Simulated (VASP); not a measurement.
# ZnS (pbe) in VASP: further runs, part 2 of 2

VASP 6.6.1. Earlier steps stand in the parts before.

### Step 3. Single point, PBE

INCAR

```
SYSTEM = ZnS
ALGO = Normal ; EDIFF = 1E-6
ENCUT = 520 ; GGA = PE
ISIF = 2 ; ISMEAR = 0
LASPH = .True. ; LCHARG = .True.
LELF = .True. ; LREAL = .False.
LVHAR = .True. ; LWAVE = .False.
NBANDS = 26 ; NELM = 60
PREC = Accurate ; SIGMA = 0.01
```

KPOINTS

```
k-points
0
Gamma
  9 9 6
  0 0 0
```

POSCAR

```
ZnS
1.0
    3.8451345355      0.0000000000      0.0000000000
   -1.9225672678      3.3299841887      0.0000000000
    0.0000000000      0.0000000000      6.3057239286
Zn S
2 2
Direct
    0.3333333333      0.6666666667     -0.0625000000
    0.6666666667      0.3333333333      0.4375000000
    0.3333333333      0.6666666667      0.4375000000
    0.6666666667      0.3333333333      0.9375000000
```

Potentials or basis: VASP PAW PBE potentials, release 64 (Zn, S).

On the command line:

```
$ cat potpaw_PBE.64/Zn/POTCAR potpaw_PBE.64/S/POTCAR > POTCAR
$ mpirun -np 1 vasp_std > vasp.out
```

OUTCAR:

```text
SYSTEM = ZnS
   EDIFF = 1E-6
   ENCUT = 520
   GGA = PE
   ISIF = 2
   ISMEAR = 0
   LASPH = .True.
   LREAL = .False.
   NELM = 60
   PREC = Accurate

 ion  position               nearest neighbor table
   1  0.333  0.667  0.938-   4 2.22   4 2.22   4 2.22
   2  0.667  0.333  0.438-   3 2.22   3 2.22   3 2.22
   3  0.333  0.667  0.438-   2 2.22   2 2.22   2 2.22
   4  0.667  0.333  0.938-   1 2.22   1 2.22   1 2.22

  LATTYP: Found a hexagonal cell.
 ALAT       =     3.8451345355
 C/A-ratio  =     1.6399228350

  Lattice vectors:

 A1 = (   3.8451345355,   0.0000000000,   0.0000000000)
 A2 = (  -1.9225672678,   3.3299841887,   0.0000000000)
 A3 = (   0.0000000000,   0.0000000000,   6.3057239286)

Analysis of symmetry for initial positions (statically):
=====================================================================
 Subroutine PRICEL returns:
 Original cell was already a primitive cell.

 Routine SETGRP: Setting up the symmetry group for a
 hexagonal supercell.

 Subroutine GETGRP returns: Found 24 space group operations
 (whereof  6 operations were pure point group operations)
 out of a pool of 24 trial point group operations.

The static configuration has the point symmetry C_3v.
 The point group associated with its full space group is D_6h.

Analysis of symmetry for dynamics (positions and initial velocities):
=====================================================================
 Subroutine PRICEL returns:
 Original cell was already a primitive cell.

 Routine SETGRP: Setting up the symmetry group for a
 hexagonal supercell.

 Subroutine GETGRP returns: Found 24 space group operations
 (whereof  6 operations were pure point group operations)
 out of a pool of 24 trial point group operations.

The dynamic configuration has the point symmetry C_3v.
 The point group associated with its full space group is D_6h.

 Subroutine INISYM returns: Found 24 space group operations
 (whereof  6 operations are pure point group operations),
 and found     1 'primitive' translations

----------------------------------------------------------------------------------------

                                     Primitive cell

  volume of cell :      80.7400

  direct lattice vectors                    reciprocal lattice vectors
     3.845134536  0.000000000  0.000000000     0.260068924  0.150150863  0.000000000
    -1.922567268  3.329984189  0.000000000     0.000000000  0.300301726  0.000000000
     0.000000000  0.000000000  6.305723929     0.000000000  0.000000000  0.158586074

  length of vectors
     3.845134536  3.845134536  6.305723929     0.300301726  0.300301726  0.158586074

  position of ions in fractional coordinates (direct lattice)
     0.333333333  0.666666667  0.937500000
     0.666666667  0.333333333  0.437500000
     0.333333333  0.666666667  0.437500000
     0.666666667  0.333333333  0.937500000

  ion indices of the primitive-cell ions
   primitive index   ion index
                 1           1
                 2           2
                 3           3
                 4           4

----------------------------------------------------------------------------------------

 KPOINTS: k-points

Automatic generation of k-mesh.
 Grid dimensions read from file:
 generate k-points for:    9    9    6

 Generating k-lattice:

  Cartesian coordinates                     Fractional coordinates (reciprocal lattice)
     0.028896547  0.016683429  0.000000000     0.111111111  0.000000000  0.000000000
     0.000000000  0.033366858  0.000000000     0.000000000  0.111111111  0.000000000
     0.000000000  0.000000000  0.026431012     0.000000000  0.000000000  0.166666667

  Length of vectors
     0.033366858  0.033366858  0.026431012

  Shift w.r.t. Gamma in fractional coordinates (k-lattice)
     0.000000000  0.000000000  0.000000000

 Subroutine IBZKPT returns following result:
 ===========================================

 Found     48 irreducible k-points:

 Following reciprocal coordinates:
            Coordinates               Weight
  0.000000  0.000000  0.000000      1.000000
  0.111111 -0.000000  0.000000      6.000000
  0.222222  0.000000  0.000000      6.000000
  0.333333 -0.000000  0.000000      6.000000
  0.444444  0.000000  0.000000      6.000000
  0.111111  0.111111  0.000000      6.000000
[... 16 lines left out ...]
  0.333333  0.222222  0.166667     24.000000
  0.333333  0.333333  0.166667      4.000000
 [... further k-points ...]
   k-points           NKPTS =     48   k-points in BZ     NKDIM =     48   number of bands    NBANDS=     26
   number of dos      NEDOS =    301   number of ions     NIONS =      4
   total plane-waves  NPLWV =  43200
   dimension x,y,z NGX =    30 NGY =   30 NGZ =   48
   dimension x,y,z NGXF=    60 NGYF=   60 NGZF=   96
   ions per type =               2   2
   NGX,Y,Z   is equivalent  to a cutoff of  12.97, 12.97, 12.65 a.u.
   NGXF,Y,Z  is equivalent  to a cutoff of  25.94, 25.94, 25.31 a.u.
 SYSTEM =  ZnS
   PREC   = accura    normal or accurate (medium, high low for compatibility)
   ISTART =      0    job   : 0-new  1-cont  2-samecut
   ICHARG =      2    charge: 1-file 2-atom 10-const
   ISPIN  =      1    spin polarized calculation?
   LNONCOLLINEAR =      F non collinear calculations
   LSORBIT =      F    spin-orbit coupling
   LASPH  =      T    aspherical Exc in radial PAW
   ENCUT  =  520.0 eV  38.22 Ry    6.18 a.u.   7.15  7.15 11.72*2*pi/ulx,y,z
   NELM   =     60;   NELMIN=  2; NELMDL= -5     # of ELM steps
   EDIFF  = 0.1E-05   stopping-criterion for ELM
   LREAL  =      F    real-space projection
   EDIFFG = 0.1E-04   stopping-criterion for IOM
   NSW    =      0    number of steps for IOM
   IBRION =     -1    ionic relax: 0-MD 1-quasi-New 2-CG
   NFREE  =      0    steps in history (QN), initial steepest desc. (CG)
   ISIF   =      2    stress and relaxation
   ISYM   =      2    0-nonsym 1-usesym 2-fastsym
   POTIM  = 0.5000    time-step for ionic-motion
   TEBEG  =    0.0;   TEEND  =   0.0 temperature during run
   PSTRESS=    0.0 pullay stress
   NELECT =      36.0000    total number of electrons
   NUPDOWN=      -1.0000    fix difference up-down
   EMIN   =  10.00;   EMAX   =-10.00  energy-range for DOS
   EFERMI =   0.00;   METHOD = LEGACY
   ISMEAR =     0;   SIGMA  =   0.01  broadening in eV -4-tet -1-fermi 0-gaus
   EFERMI_NEDOS =   21; number of points for ismear=-14 and -15
   IALGO  =     38    algorithm
   IMIX   =      4    mixing-type and parameters
     AMIX     =   0.40;   BMIX     =  1.00
     AMIX_MAG =   1.60;   BMIX_MAG =  1.00
  volume/ion in A,a.u.               =      20.18       136.22
  Fermi-wavevector in a.u.,A,eV,Ry     =   1.250680  2.363442 21.282230  1.564200
  Thomas-Fermi vector in A             =   2.384663
   LORBIT       =      0    0 simple, 1 ext, 2 COOP (PROOUT), +10 PAW based schemes
   GGA     = PE    functional components
   LHFCALC =     F    Hartree Fock is set to
   AEXX    =    0.0000 exact exchange contribution
   IVDW    =     0    specifies the selected vdW correction
   LEPSILON=     F    determine dielectric tensor
   LRPA    =     F    only Hartree local field effects (RPA)
 non-spin polarized calculation
 Gauss-broadening in eV      SIGMA  =   0.01
  energy-cutoff  :      520.00
  volume of cell :       80.74
 maximum number of plane-waves:      2208
 NGX is ok and might be reduce to    30
   NGX = 15   NGY = 15   NGZ = 23

 number of electron      36.0000027 magnetization

 Free energy of the ion-electron system (eV)
  ---------------------------------------------------
  ext. energy  EPLUGINS =         0.00000000
  ---------------------------------------------------
  free energy    TOTEN  =       -12.91956368 eV

  energy without entropy =      -12.91956368  energy(sigma->0) =      -12.91956368

 E-fermi :   1.8385     XC(G=0):  -9.4888

 val. band max:        1.7571353383   @ k =   0.1111  -0.0000   0.0000
 cond. band min:       4.1765133149   @ k =   0.0000   0.0000   0.0000
 fundamental gap:      2.4193779766
 Fermi energy:         1.8385428913

 k-point     1 :       0.0000    0.0000    0.0000
  band No.  band energies     occupation
      1     -11.2618      2.00000
      2     -10.5495      2.00000
      3      -4.8485      2.00000
      4      -4.8485      2.00000
      5      -4.8290      2.00000
      6      -4.8290      2.00000
[... 18 lines left out ...]
     25      10.7491      0.00000
     26      10.9332      0.00000
[... 644 lines left out ...]
      4      -4.5749      2.00000
      5      -4.3931      2.00000
      6      -4.3722      2.00000
[... 18 lines left out ...]
     25      11.8758      0.00000
     26      11.9007      0.00000

 [... further k-points ...]
[... 5 lines left out ...]
  --------------------------------------------------------------------------------------
  -------------------------------------------------------------------------------------
  Total        3.7894569      3.7894569      0.3219349     -0.0000000     -0.0000000      0.0000000
  in kB       75.1967178     75.1967178      6.3883686     -0.0000000     -0.0000000      0.0000000
  external PRESSURE =      52.2606014 kB  Pullay stress =       0.0000000 kB

 VOLUME and BASIS-vectors are now :
 -----------------------------------------------------------------------------
  energy-cutoff  :      520.00
  volume of cell :       80.74
      direct lattice vectors                 reciprocal lattice vectors
     3.845134536  0.000000000  0.000000000     0.260068924  0.150150863  0.000000000
    -1.922567268  3.329984189  0.000000000     0.000000000  0.300301726  0.000000000
     0.000000000  0.000000000  6.305723929     0.000000000  0.000000000  0.158586074

 POSITION                                       TOTAL-FORCE (eV/Angst)
 -----------------------------------------------------------------------------------
     -0.00000      2.21999      5.91162         0.000000     -0.000000     -0.000000
      1.92257      1.10999      2.75875        -0.000000      0.000000      0.000000
     -0.00000      2.21999      2.75875        -0.000000      0.000000      0.000000
      1.92257      1.10999      5.91162         0.000000     -0.000000      0.000000
 -----------------------------------------------------------------------------------
    total drift:                               -0.000000      0.000000      0.000000

  FREE ENERGIE OF THE ION-ELECTRON SYSTEM (eV)
  ---------------------------------------------------
  free  energy   TOTEN  =       -12.9195636799 eV

  energy  without entropy=      -12.9195636799  energy(sigma->0) =      -12.91956368
```

It took 50 s on 1 thread of Intel Xeon 6975P-C (Granite Rapids), shared host; peak memory 0.24 GiB.

Results:

| Item | Value |
| --- | --- |
| Free energy | -12.9196 eV |
| Pressure | 5.2 GPa |
| Band gap on the k mesh | 2.42 eV, indirect (least direct gap 2.43 eV) |
